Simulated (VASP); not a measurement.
A run of VASP 6.6.1 is set up as follows.

The input INCAR:

```
SYSTEM = Zr
PREC = Accurate
ENCUT = 600
EDIFF = 1E-6
ISMEAR = -1
SIGMA = 0.1
LREAL = .False.
LASPH = .True.
NELM = 60
ALGO = Normal
ISIF = 3
LWAVE = .False.
LCHARG = .False.
GGA = B5
ALDAX = 1.0
AGGAX = 1.0
AGGAC = 1.0
ALDAC = 0.0
IBRION = 2
NSW = 80
EDIFFG = -0.01
```

The input KPOINTS:

```
Automatic mesh
0
Gamma
  9 9 9
  0 0 0
```

File POSCAR:

```
Zr
1.0
    0.0000000000      3.1558057739      3.1558057739
    3.1558057739      0.0000000000      3.1558057739
    3.1558057739      3.1558057739      0.0000000000
Zr
2
Direct
    0.1250000000      0.1250000000      0.1250000000
    0.8750000000      0.8750000000      0.8750000000
```

Potentials or basis: VASP PAW PBE potentials, release 64 (Zr_sv).

Launch:

```sh
$ cat potpaw_PBE.64/Zr_sv/POTCAR > POTCAR
$ mpirun -np 1 vasp_std > vasp.out
```

Task: What does it give for the relaxed volume?

Result: 33.73 Å³/atom.

Task: Estimate the space group after relaxing (to 0.1 Å).

Result: Fd-3m (No. 227).

Final structure:
```
CELL_PARAMETERS angstrom
0.00000 3.23107 3.23107
3.23107 0.00000 3.23107
3.23107 3.23107 0.00000
ATOMIC_POSITIONS crystal
Zr 0.12500 0.12500 0.12500
Zr 0.87500 0.87500 0.87500
```

Caveat: the PAW data sets were made with another functional, which shifts forces and pressure a little.
